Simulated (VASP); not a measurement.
Set up this calculation in VASP 6.6.1, as the native input.

- Task: single point
- Functional: r2SCAN
- Potentials or basis: VASP PAW PBE potentials, release 64 (Li_sv, F)
- Cutoff: 520 eV
- k mesh: 9 × 9 × 6
- Occupations: gaussian, width 0.01 eV
- Spin: no spin polarisation
- Dipole correction: no
- Further INCAR settings: ALGO = Normal; EDIFF = 1e-07; NBANDS = 18

LiF:

```
Li F
1.0
     3.28008    0.00000    0.00000
    -1.64004    2.84063    0.00000
     0.00000    0.00000    3.99960
Li F
2 2
Direct
  0.33333 0.66667 0.25000
  0.66667 0.33333 0.75000
  0.66667 0.33333 0.25000
  0.33333 0.66667 0.75000
```

These files were run (other wordings do the same):

POSCAR

```
LiF
1.0
    3.2800798956      0.0000000000      0.0000000000
   -1.6400399478      2.8406325161      0.0000000000
    0.0000000000      0.0000000000      3.9995958192
Li F
2 2
Direct
    0.3333333333      0.6666666667      0.2500000000
    0.6666666667      0.3333333333      0.7500000000
    0.6666666667      0.3333333333      0.2500000000
    0.3333333333      0.6666666667      0.7500000000
```

INCAR.step1

```
PREC = Accurate
ENCUT = 520
ISMEAR = 0
SIGMA = 0.01
LREAL = False
LASPH = True
NELM = 60
NBANDS = 18
GGA = PE
ALGO = Normal
EDIFF = 1E-4
LWAVE = True
LCHARG = False
```

INCAR.step2

```
PREC = Accurate
ENCUT = 520
EDIFF = 1E-7
ISMEAR = 0
SIGMA = 0.01
LREAL = False
LASPH = True
NELM = 60
ALGO = Normal
ISIF = 2
LWAVE = False
LCHARG = True
METAGGA = R2SCAN
LMIXTAU = True
LELF = True
LVHAR = True
NBANDS = 18
ISTART = 1
```

KPOINTS

```
Automatic mesh
0
Gamma
  9 9 6
```

Potentials or basis: VASP PAW PBE potentials, release 64 (Li_sv, F).

Command:

```bash
$ cat potpaw_PBE.64/Li_sv/POTCAR potpaw_PBE.64/F/POTCAR > POTCAR
$ cp INCAR.step1 INCAR
$ mpirun -np 1 vasp_std > vasp.out
$ cp INCAR.step2 INCAR
$ mpirun -np 1 vasp_std > vasp.out
```

It gave:

The band gap on the k mesh is 8.64 eV, direct.

Wall time 77 s on 1 thread of Intel Xeon 6975P-C (shared host), peak memory 0.16 GiB.
